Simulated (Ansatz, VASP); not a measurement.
# One calculation of Hg2H3F, two programs

INCAR

```
SYSTEM = Hg2H3F
  PREC = Accurate
  ENCUT = 600
  EDIFF = 1E-7
  ISMEAR = 0
  SIGMA = 0.02
  LREAL = .False.
  LASPH = .True.
  NELM = 100
  ALGO = Normal
  ISIF = 3
  LWAVE = .False.
  LCHARG = .False.
  GGA = PE
  IBRION = 2
  NSW = 100
  EDIFFG = -0.01
```

The input KPOINTS:

```
Automatic mesh
0
Gamma
  6 6 4
  0 0 0
```

Contents of POSCAR:

```
Hg2H3F
1.0
    4.1954773161      0.0000000000      0.0000000000
    0.0000000000      4.1954773161      0.0000000000
    0.0000000000      0.0000000000      7.6263982928
Hg H F
2 3 1
Direct
    0.0000000000      0.0000000000      0.0101606515
    0.5000000000      0.5000000000      0.2329925667
    0.5000000000      0.5000000000      0.6603455287
    0.5000000000      0.5000000000      0.7590025963
    0.0000000000      0.0000000000      0.6675754927
    0.0000000000      0.0000000000      0.5439231642
```

Input for Ansatz:

```yaml
crystal:
  lattice:
    - [4.1954773161, 0.0, 0.0]
    - [0.0, 4.1954773161, 0.0]
    - [0.0, 0.0, 7.6263982928]
  atoms:
    - { symbol: Hg, position: [0.0, 0.0, 0.0101606515] }
    - { symbol: Hg, position: [0.5, 0.5, 0.2329925667] }
    - { symbol: H, position: [0.5, 0.5, 0.6603455287] }
    - { symbol: H, position: [0.5, 0.5, 0.7590025963] }
    - { symbol: H, position: [0.0, 0.0, 0.6675754927] }
    - { symbol: F, position: [0.0, 0.0, 0.5439231642] }
basis:
  ecutwfc: 420
kpoints:
  mp_grid: { grid: [6, 6, 4] }
hamiltonian:
  xc: pbe
scf:
  occupations: { method: gaussian, width: 0.02 }
output:
  forces: true
  stress: true
  eigenvalues: true
relax:
  adjacent_minimum: "off"
  f_tol: 0.01
  max_steps: 80
  cell: { stress_tol: 0.05 }
```

Alike in both runs: task relaxation of cell and atoms; functional PBE; k mesh 6 × 6 × 4; occupations gaussian, width 0.02 eV; no spin polarisation.

|  | VASP | Ansatz |
| --- | --- | --- |
| version | VASP 6.6.1 | Ansatz 0.2.0 |
| potentials or method | VASP PAW PBE potentials, release 64 (Hg, H, F), cutoff 600 eV | scalar-relativistic, plane waves, PAW |
| valence electrons in the cell | 34 | 50 |

VASP gave:

| Item | Value |
| --- | --- |
| gap on the k mesh at the Fermi level, each at its own relaxed structure (eV) | 2.27 |
| relaxed volume (Å³/atom) | 21.97 |
| relaxed cell length with the largest relative difference (Å) | 7.166 |

Task: Estimate Ansatz's values.

Result: gap on the k mesh at the Fermi level, each at its own relaxed structure (eV): 2.55; relaxed volume (Å³/atom): 22.37; relaxed cell length with the largest relative difference (Å): 7.626.

One of these differences is far larger than is usual between the two programs; its cause wasn't traced. VASP's potentials hold 34 valence electrons a cell and Ansatz's 50, so a difference there can come from the potentials and not from the codes.

Neither program's run includes spin-orbit coupling.
